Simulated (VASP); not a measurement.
TiRh, 2 atoms in the cell. The structure is tetragonal, space group P4/mmm (No. 123). The conventional cell has a = 3.029 Å, b = 3.029 Å, c = 3.260 Å, α = 90.00°, β = 90.00°, γ = 90.00°. Ti (site symmetry 4/mmm) has 8 Rh at 2.69 Å and 6 Ti at 3.03 to 3.26 Å within 3.5 Å. Within 3.5 Å of Rh (site symmetry 4/mmm) lie 8 Ti at 2.69 Å and 6 Rh at 3.03 to 3.26 Å.  This cell differs from its parent crystal: ratio of the length along z to the lengths across it x 0.96, volume and fractional coordinates fixed.

- Program: VASP 6.6.1
- Task: single point
- Functional: PBEsol
- Potentials or basis: VASP PAW PBE potentials, release 64 (Ti_sv, Rh_pv)
- Cutoff: 520 eV
- k mesh: 18 × 18 × 16
- Occupations: gaussian, width 0.15 eV
- Spin: no spin polarisation
- Dipole correction: no
- Further INCAR settings: ALGO = Normal; EDIFF = 1e-06; NBANDS = 20

Potentials or basis: VASP PAW PBE potentials, release 64 (Ti_sv, Rh_pv).

Command:

```console
$ cat potpaw_PBE.64/Ti_sv/POTCAR potpaw_PBE.64/Rh_pv/POTCAR > POTCAR
$ mpirun -np 1 vasp_std > vasp.out
```

Hardware: 1 thread of Intel(R) Xeon(R) Platinum 8559C (Emerald Rapids) (shared host).

Question: Estimate the wall time of this run.

Answer: Run time: 73 s on 1 thread of Intel(R) Xeon(R) Platinum 8559C (Emerald Rapids), with other jobs on the host, peak memory 0.39 GiB. Counts: scf iterations 14, k points 495.
